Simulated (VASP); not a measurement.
Input of a VASP 6.6.1 run:

INCAR

```
SYSTEM = H2Os3
PREC = Accurate
ENCUT = 560
EDIFF = 1E-6
ISMEAR = 0
SIGMA = 0.1
LREAL = .False.
LASPH = .True.
NELM = 200
ALGO = Normal
ISIF = 2
LWAVE = .False.
LCHARG = .True.
ISPIN = 2
MAGMOM = 0 0 1 1 1
LORBIT = 11
LMAXMIX = 4
GGA = PE
LELF = .True.
LVHAR = .True.
NBANDS = 37
GGA_COMPAT = .False.
```

The input KPOINTS:

```
Automatic mesh
0
Gamma
  6 6 4
  0 0 0
```

The input POSCAR:

```
H2Os3
1.0
    2.8677554458      0.0000000000      0.0000000000
   -1.4338777229      2.4835490679      0.0000000000
    0.0000000000      0.0000000000      6.9706263089
H Os
2 3
Direct
    0.6666666667      0.3333333333      0.2038759151
    0.6666666667      0.3333333333      0.7961240849
    0.0000000000      0.0000000000      0.3172753537
    0.0000000000      0.0000000000      0.6827246463
    0.3333333333      0.6666666667      0.0000000000
```

Potentials or basis: VASP PAW PBE potentials, release 64 (H, Os_sv_GW).

Command:

```sh
$ cat potpaw_PBE.64/H/POTCAR potpaw_PBE.64/Os_sv_GW/POTCAR > POTCAR
$ mpirun -np 1 vasp_std > vasp.out
```

(1) Estimate the pressure.

(2) Predict the largest force.

## Answers

(1) -1.2 GPa.

(2) 0.014 eV/Å.

Caveat: the k points lie up to 0.42 Å⁻¹ apart, too coarse for converged energies and pressures of a metal.
